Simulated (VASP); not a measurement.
# AlN (F-43m) in VASP: a series of runs, part 2 of 2

VASP 6.6.1. The steps go on from the part before.

## 5. Single point, PBEsol

This run uses another cell than the first one, of 10.38 Å³/atom, 1.037 times its volume.

Input file INCAR:

```
SYSTEM = AlN
PREC     = Accurate       ! precision mode
ENCUT    = 520            ! plane-wave cutoff, eV
EDIFF    = 1E-6           ! SCF threshold, eV
ISMEAR   = 0              ! smearing method
SIGMA    = 0.01           ! smearing width, eV
LREAL    = .FALSE.        ! projectors in reciprocal space
LASPH    = .TRUE.         ! aspherical terms in the spheres
NELM     = 80             ! most SCF steps
ALGO     = Normal         ! electronic algorithm
ISIF     = 2              ! what is computed and relaxed
LWAVE    = .FALSE.        ! write WAVECAR
LCHARG   = .FALSE.        ! write CHGCAR
GGA      = PS             ! functional
NBANDS   = 11             ! bands
```

Input file KPOINTS:

```
regular mesh
0
G
  8 8 8
  0 0 0
```

Input file POSCAR:

```
AlN
1.0
    0.0000000000      2.1817073858      2.1817073858
    2.1817073858      0.0000000000      2.1817073858
    2.1817073858      2.1817073858      0.0000000000
Al N
1 1
Direct
    0.0000000000      0.0000000000      0.0000000000
    0.7500000000      0.7500000000      0.7500000000
```

Potentials or basis: VASP PAW PBE potentials, release 64 (Al, N).

Command:

```sh
$ cat potpaw_PBE.64/Al/POTCAR potpaw_PBE.64/N/POTCAR > POTCAR
$ mpirun -np 1 vasp_std > vasp.out
```

OUTCAR:

```text
SYSTEM = AlN
   PREC = Accurate
   ENCUT = 520
   EDIFF = 1E-6
   ISMEAR = 0
   LREAL = .FALSE.
   LASPH = .TRUE.
   NELM = 80
   ISIF = 2
   GGA = PS

 ion  position               nearest neighbor table
   1  0.000  0.000  0.000-   2 1.89   2 1.89   2 1.89   2 1.89
   2  0.750  0.750  0.750-   1 1.89   1 1.89   1 1.89   1 1.89

  LATTYP: Found a face centered cubic cell.
 ALAT       =     4.3634147716

  Lattice vectors:

 A1 = (   0.0000000000,   2.1817073858,   2.1817073858)
 A2 = (   2.1817073858,   0.0000000000,   2.1817073858)
 A3 = (   2.1817073858,   2.1817073858,   0.0000000000)

Analysis of symmetry for initial positions (statically):
=====================================================================
 Subroutine PRICEL returns:
 Original cell was already a primitive cell.

 Routine SETGRP: Setting up the symmetry group for a
 face centered cubic supercell.

 Subroutine GETGRP returns: Found 24 space group operations
 (whereof 24 operations were pure point group operations)
 out of a pool of 48 trial point group operations.

The static configuration has the point symmetry T_d .

Analysis of symmetry for dynamics (positions and initial velocities):
=====================================================================
 Subroutine PRICEL returns:
 Original cell was already a primitive cell.

 Routine SETGRP: Setting up the symmetry group for a
 face centered cubic supercell.

 Subroutine GETGRP returns: Found 24 space group operations
 (whereof 24 operations were pure point group operations)
 out of a pool of 48 trial point group operations.

The dynamic configuration has the point symmetry T_d .

 Subroutine INISYM returns: Found 24 space group operations
 (whereof 24 operations are pure point group operations),
 and found     1 'primitive' translations

----------------------------------------------------------------------------------------

                                     Primitive cell

  volume of cell :      20.7692

  direct lattice vectors                    reciprocal lattice vectors
[... 112 lines left out ...]
   GGA     = PS    functional components
   LHFCALC =     F    Hartree Fock is set to
   AEXX    =    0.0000 exact exchange contribution
   IVDW    =     0    specifies the selected vdW correction
   LEPSILON=     F    determine dielectric tensor
   LRPA    =     F    only Hartree local field effects (RPA)
 non-spin polarized calculation
 Gauss-broadening in eV      SIGMA  =   0.01
  energy-cutoff  :      520.00
  volume of cell :       20.77
 maximum number of plane-waves:       568
   NGX = 11   NGY = 11   NGZ = 11

 number of electron       8.0000000 magnetization

 Free energy of the ion-electron system (eV)
  ---------------------------------------------------
  ext. energy  EPLUGINS =         0.00000000
  ---------------------------------------------------
  free energy    TOTEN  =       -15.60989943 eV

  energy without entropy =      -15.60989943  energy(sigma->0) =      -15.60989943

 E-fermi :   5.9841     XC(G=0): -11.1429

 val. band max:        5.9081099893   @ k =   0.0000   0.0000   0.0000
 cond. band min:       9.0962130455   @ k =   0.5000   0.5000   0.0000
 fundamental gap:      3.1881030562
 Fermi energy:         5.9840698405

 k-point     1 :       0.0000    0.0000    0.0000
  band No.  band energies     occupation
      1      -9.0685      2.00000
      2       5.9081      2.00000
      3       5.9081      2.00000
      4       5.9081      2.00000
      5      10.0685      0.00000
      6      18.4075      0.00000
      7      18.4075      0.00000
      8      18.4075      0.00000
      9      23.5202      0.00000
     10      23.5202      0.00000
     11      24.8789      0.00000
[... 309 lines left out ...]
 k-point    24 :      -0.3750    0.2500    0.1250
  band No.  band energies     occupation
      1      -6.6482      2.00000
      2       0.7034      2.00000
      3       3.6585      2.00000
      4       4.7771      2.00000
      5      12.9082      0.00000
      6      15.0910      0.00000
      7      18.0160      0.00000
      8      18.5272      0.00000
      9      23.0150      0.00000
     10      24.5871      0.00000
     11      27.8513      0.00000

 [... further k-points ...]
[... 5 lines left out ...]
  --------------------------------------------------------------------------------------
  -------------------------------------------------------------------------------------
  Total        0.2569218      0.2569218      0.2569218      0.0000000      0.0000000      0.0000000
  in kB       19.8194692     19.8194692     19.8194692      0.0000000      0.0000000      0.0000000
  external PRESSURE =      19.8194692 kB  Pullay stress =       0.0000000 kB

 VOLUME and BASIS-vectors are now :
 -----------------------------------------------------------------------------
  energy-cutoff  :      520.00
  volume of cell :       20.77
      direct lattice vectors                 reciprocal lattice vectors
     0.000000000  2.181707386  2.181707386    -0.229178305  0.229178305  0.229178305
     2.181707386  0.000000000  2.181707386     0.229178305 -0.229178305  0.229178305
     2.181707386  2.181707386  0.000000000     0.229178305  0.229178305 -0.229178305

 POSITION                                       TOTAL-FORCE (eV/Angst)
 -----------------------------------------------------------------------------------
      0.00000      0.00000      0.00000         0.000000      0.000000      0.000000
      3.27256      3.27256      3.27256        -0.000000     -0.000000     -0.000000
 -----------------------------------------------------------------------------------
    total drift:                               -0.000000     -0.000000     -0.000000

  FREE ENERGIE OF THE ION-ELECTRON SYSTEM (eV)
  ---------------------------------------------------
  free  energy   TOTEN  =       -15.6098994346 eV

  energy  without entropy=      -15.6098994346  energy(sigma->0) =      -15.60989943
```

OSZICAR:

```text
N       E                     dE             d eps       ncg     rms          rms(c)
DAV:   1     0.125720470970E+02    0.12572E+02   -0.39487E+03   646   0.608E+02
DAV:   2    -0.168215383086E+02   -0.29394E+02   -0.28271E+02   763   0.141E+02
DAV:   3    -0.178433486528E+02   -0.10218E+01   -0.10204E+01   773   0.252E+01
DAV:   4    -0.178485948095E+02   -0.52462E-02   -0.52458E-02   728   0.199E+00
DAV:   5    -0.178486564674E+02   -0.61658E-04   -0.61658E-04   770   0.207E-01    0.831E+00
DAV:   6    -0.156518388187E+02    0.21968E+01   -0.10815E+01   753   0.163E+01    0.285E+00
DAV:   7    -0.156282183065E+02    0.23621E-01   -0.15106E-01   704   0.302E+00    0.202E+00
DAV:   8    -0.156110424136E+02    0.17176E-01   -0.26569E-02   713   0.152E+00    0.548E-01
DAV:   9    -0.156098836800E+02    0.11587E-02   -0.32732E-03   758   0.352E-01    0.229E-01
DAV:  10    -0.156098974993E+02   -0.13819E-04   -0.25505E-04   701   0.107E-01    0.142E-02
DAV:  11    -0.156098994967E+02   -0.19974E-05   -0.19523E-06   770   0.123E-02    0.144E-02
DAV:  12    -0.156098994346E+02    0.62149E-07   -0.22036E-07   415   0.393E-03
   1 F= -.15609899E+02 E0= -.15609899E+02  d E =-.288869E-29
```

It took 3.3 s on 1 thread of Intel Xeon Platinum 8488C (Sapphire Rapids), shared host; peak memory 0.13 GiB.

Results:

- Free energy: -15.6099 eV
- Pressure: 2.0 GPa
- Band gap on the k mesh: 3.19 eV, indirect (least direct gap 4.16 eV)

Caveat: the PAW data sets were made with another functional, which shifts forces and pressure a little. A k mesh can miss the band edges.

## 6. Single point, PBEsol

This run uses another cell than the first one, of 10.24 Å³/atom, 1.022 times its volume.

Input file INCAR:

```
PREC = Accurate
ENCUT = 520
EDIFF = 1E-6
ISMEAR = 0
SIGMA = 0.01
LREAL = F
LASPH = T
NELM = 100
ALGO = Normal
ISIF = 2
LWAVE = F
LCHARG = F
GGA = PS
NBANDS = 11
```

Input file KPOINTS:

```
Automatic mesh
0
Gamma
  8 8 8
```

Input file POSCAR:

```
AlN
1.0
    0.0000000000      2.1715067979      2.1715067979
    2.1715067979      0.0000000000      2.1715067979
    2.1715067979      2.1715067979      0.0000000000
Al N
1 1
Direct
    0.0000000000      0.0000000000      0.0000000000
    0.7500000000      0.7500000000      0.7500000000
```

Potentials or basis: VASP PAW PBE potentials, release 64 (Al, N).

Command:

```sh
$ cat potpaw_PBE.64/Al/POTCAR potpaw_PBE.64/N/POTCAR > POTCAR
$ mpirun -np 1 vasp_std > vasp.out
```

OUTCAR:

```text
PREC = Accurate
   ENCUT = 520
   EDIFF = 1E-6
   ISMEAR = 0
   LREAL = F
   LASPH = T
   NELM = 100
   ISIF = 2
   GGA = PS

 ion  position               nearest neighbor table
   1  0.000  0.000  0.000-   2 1.88   2 1.88   2 1.88   2 1.88
   2  0.750  0.750  0.750-   1 1.88   1 1.88   1 1.88   1 1.88

  LATTYP: Found a face centered cubic cell.
 ALAT       =     4.3430135958

  Lattice vectors:

 A1 = (   0.0000000000,   2.1715067979,   2.1715067979)
 A2 = (   2.1715067979,   0.0000000000,   2.1715067979)
 A3 = (   2.1715067979,   2.1715067979,   0.0000000000)

Analysis of symmetry for initial positions (statically):
=====================================================================
 Subroutine PRICEL returns:
 Original cell was already a primitive cell.

 Routine SETGRP: Setting up the symmetry group for a
 face centered cubic supercell.

 Subroutine GETGRP returns: Found 24 space group operations
 (whereof 24 operations were pure point group operations)
 out of a pool of 48 trial point group operations.

The static configuration has the point symmetry T_d .

Analysis of symmetry for dynamics (positions and initial velocities):
=====================================================================
 Subroutine PRICEL returns:
 Original cell was already a primitive cell.

 Routine SETGRP: Setting up the symmetry group for a
 face centered cubic supercell.

 Subroutine GETGRP returns: Found 24 space group operations
 (whereof 24 operations were pure point group operations)
 out of a pool of 48 trial point group operations.

The dynamic configuration has the point symmetry T_d .

 Subroutine INISYM returns: Found 24 space group operations
 (whereof 24 operations are pure point group operations),
 and found     1 'primitive' translations

----------------------------------------------------------------------------------------

                                     Primitive cell

  volume of cell :      20.4792
[... 111 lines left out ...]
  Fermi-wavevector in a.u.,A,eV,Ry     =   1.196741  2.261513 19.486126  1.432190
  Thomas-Fermi vector in A             =   2.332674
   LORBIT       =      0    0 simple, 1 ext, 2 COOP (PROOUT), +10 PAW based schemes
   GGA     = PS    functional components
   LHFCALC =     F    Hartree Fock is set to
   AEXX    =    0.0000 exact exchange contribution
   IVDW    =     0    specifies the selected vdW correction
   LEPSILON=     F    determine dielectric tensor
   LRPA    =     F    only Hartree local field effects (RPA)
 non-spin polarized calculation
 Gauss-broadening in eV      SIGMA  =   0.01
  energy-cutoff  :      520.00
  volume of cell :       20.48
 maximum number of plane-waves:       568
   NGX = 11   NGY = 11   NGZ = 11

 number of electron       7.9999999 magnetization

 Free energy of the ion-electron system (eV)
  ---------------------------------------------------
  ext. energy  EPLUGINS =         0.00000000
  ---------------------------------------------------
  free energy    TOTEN  =       -15.60340353 eV

  energy without entropy =      -15.60340353  energy(sigma->0) =      -15.60340353

 E-fermi :   6.1740     XC(G=0): -11.2046

 val. band max:        6.0419177414   @ k =   0.0000   0.0000   0.0000
 cond. band min:       9.2363573634   @ k =   0.5000   0.5000   0.0000
 fundamental gap:      3.1944396220
 Fermi energy:         6.1739711479

 k-point     1 :       0.0000    0.0000    0.0000
  band No.  band energies     occupation
      1      -9.0175      2.00000
      2       6.0419      2.00000
      3       6.0419      2.00000
      4       6.0419      2.00000
      5      10.3270      0.00000
      6      18.6800      0.00000
      7      18.6800      0.00000
      8      18.6800      0.00000
      9      23.7663      0.00000
     10      23.7663      0.00000
     11      25.1530      0.00000
[... 309 lines left out ...]
 k-point    24 :      -0.3750    0.2500    0.1250
  band No.  band energies     occupation
      1      -6.5478      2.00000
      2       0.7858      2.00000
      3       3.7756      2.00000
      4       4.9021      2.00000
      5      13.0870      0.00000
      6      15.3486      0.00000
      7      18.2857      0.00000
      8      18.7906      0.00000
      9      23.3315      0.00000
     10      24.8795      0.00000
     11      28.1854      0.00000

 [... further k-points ...]
[... 5 lines left out ...]
  --------------------------------------------------------------------------------------
  -------------------------------------------------------------------------------------
  Total        0.6406570      0.6406570      0.6406570      0.0000000      0.0000000      0.0000000
  in kB       50.1213296     50.1213296     50.1213296      0.0000000      0.0000000      0.0000000
  external PRESSURE =      50.1213296 kB  Pullay stress =       0.0000000 kB

 VOLUME and BASIS-vectors are now :
 -----------------------------------------------------------------------------
  energy-cutoff  :      520.00
  volume of cell :       20.48
      direct lattice vectors                 reciprocal lattice vectors
     0.000000000  2.171506798  2.171506798    -0.230254863  0.230254863  0.230254863
     2.171506798  0.000000000  2.171506798     0.230254863 -0.230254863  0.230254863
     2.171506798  2.171506798  0.000000000     0.230254863  0.230254863 -0.230254863

 POSITION                                       TOTAL-FORCE (eV/Angst)
 -----------------------------------------------------------------------------------
      0.00000      0.00000      0.00000         0.000000      0.000000     -0.000000
      3.25726      3.25726      3.25726        -0.000000     -0.000000      0.000000
 -----------------------------------------------------------------------------------
    total drift:                               -0.000000     -0.000000     -0.000000

  FREE ENERGIE OF THE ION-ELECTRON SYSTEM (eV)
  ---------------------------------------------------
  free  energy   TOTEN  =       -15.6034035257 eV

  energy  without entropy=      -15.6034035257  energy(sigma->0) =      -15.60340353
```

OSZICAR:

```text
N       E                     dE             d eps       ncg     rms          rms(c)
DAV:   1     0.101517692450E+02    0.10152E+02   -0.38532E+03   638   0.605E+02
DAV:   2    -0.169852201938E+02   -0.27137E+02   -0.25772E+02   779   0.136E+02
DAV:   3    -0.178656248652E+02   -0.88040E+00   -0.87936E+00   776   0.236E+01
DAV:   4    -0.178702521220E+02   -0.46273E-02   -0.46269E-02   722   0.186E+00
DAV:   5    -0.178703038456E+02   -0.51724E-04   -0.51723E-04   773   0.191E-01    0.838E+00
DAV:   6    -0.156465126480E+02    0.22238E+01   -0.10791E+01   753   0.164E+01    0.287E+00
DAV:   7    -0.156216654516E+02    0.24847E-01   -0.15872E-01   707   0.305E+00    0.204E+00
DAV:   8    -0.156045187842E+02    0.17147E-01   -0.26097E-02   722   0.151E+00    0.546E-01
DAV:   9    -0.156033876140E+02    0.11312E-02   -0.32151E-03   755   0.349E-01    0.230E-01
DAV:  10    -0.156034014616E+02   -0.13848E-04   -0.24653E-04   713   0.105E-01    0.136E-02
DAV:  11    -0.156034035605E+02   -0.20990E-05   -0.19257E-06   764   0.123E-02    0.143E-02
DAV:  12    -0.156034035257E+02    0.34779E-07   -0.20322E-07   415   0.379E-03
   1 F= -.15603404E+02 E0= -.15603404E+02  d E =-.611170E-80
```

Wall time 3.5 s (1 thread of Intel Xeon Platinum 8488C (Sapphire Rapids), shared host); peak memory 0.13 GiB.

Results:

```yaml
Free_energy: -15.6034 eV
Pressure: 5.0 GPa
Band_gap_on_the_k_mesh: 3.19 eV, indirect (least direct gap 4.29 eV)
```

Levels at points of the mesh, in eV from the valence-band top:
```
           k point  band 2  band 3  band 4  band 5  band 6  band 7
(0.00, 0.00, 0.00)    0.00    0.00    0.00    4.29   12.64   12.64
(0.50, 0.00, 0.00)   -5.99   -0.48   -0.48    7.44    9.88   11.14
(0.50, 0.50, 0.00)   -5.00   -1.81   -1.81    3.19    8.58   14.11
```

Caveat: the PAW data sets were made with another functional, which shifts forces and pressure a little. A k mesh can miss the band edges.

## 7. The runs side by side

| cell | gap on the mesh (eV) | pressure (GPa) |
| --- | --- | --- |
| a = 3.049 Å, angles 60.0°, 2 atoms | 3.20 | 10.0 |
| a = 3.106 Å, angles 60.0°, 2 atoms | 3.18 | -2.0 |
| a = 3.095 Å, angles 60.0°, 2 atoms | 3.18 | 0.0 |
| a = 3.085 Å, angles 60.0°, 2 atoms | 3.19 | 2.0 |
| a = 3.071 Å, angles 60.0°, 2 atoms | 3.19 | 5.0 |

Alike in all rows: task single point; level PBEsol; potentials or basis VASP PAW PBE potentials, release 64 (Al, N); no spin polarisation; k mesh 8 × 8 × 8; cutoff (eV) 520; smearing gaussian 0.01 eV.

Caveats: the PAW data sets were made with another functional, which shifts forces and pressure a little.

Total energies depend on the potentials used, so only differences within one code and one set of settings carry meaning.
